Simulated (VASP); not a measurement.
Lu3PbF: single point with PBE

Lu3PbF:

```xyz
5
Lattice="4.8608 0.0000 0.0000 0.0000 4.8608 0.0000 0.0000 0.0000 4.8608" Properties=species:S:1:pos:R:3 pbc="T T T"
Lu    0.0000    2.4304    2.4304
Lu    2.4304    0.0000    2.4304
Lu    2.4304    2.4304    0.0000
Pb    0.0000    0.0000    0.0000
F     2.4304    2.4304    2.4304
```

| Quantity | Value |
| --- | --- |
| Program | VASP 6.6.1 |
| Task | single point |
| Functional | PBE |
| Potentials or basis | VASP PAW PBE potentials, release 64 (Lu, Pb_d, F) |
| Cutoff | 520 eV |
| k mesh | 4 × 4 × 4 |
| Occupations | gaussian, width 0.1 eV |
| Spin | no spin polarisation |

- Pressure: 0.1 GPa
- Band gap on the k mesh: zero (band 48 reaches 5.38 eV, above the bottom of band 49 at 3.44 eV)

Levels at points of the mesh, in eV from the Fermi level:
```tsv
k point	band 46	band 47	band 48	band 49	band 50	band 51
(0.00, 0.00, 0.00)	-1.43	-0.91	-0.91	-0.91	-0.54	-0.54
(0.50, 0.00, 0.00)	-1.80	-0.53	0.11	0.56	0.68	1.49
(0.50, 0.50, 0.00)	-1.91	-0.70	0.64	0.64	0.74	0.74
(0.50, 0.50, 0.50)	-2.14	-1.30	-1.30	-1.30	1.40	1.40
```

It took 96 s on 1 thread of AMD EPYC 7R13 Processor (Zen 3) (shared host), peak memory 0.21 GiB.

Caveat: spin-orbit coupling is left out, which moves the levels of the heavy elements.
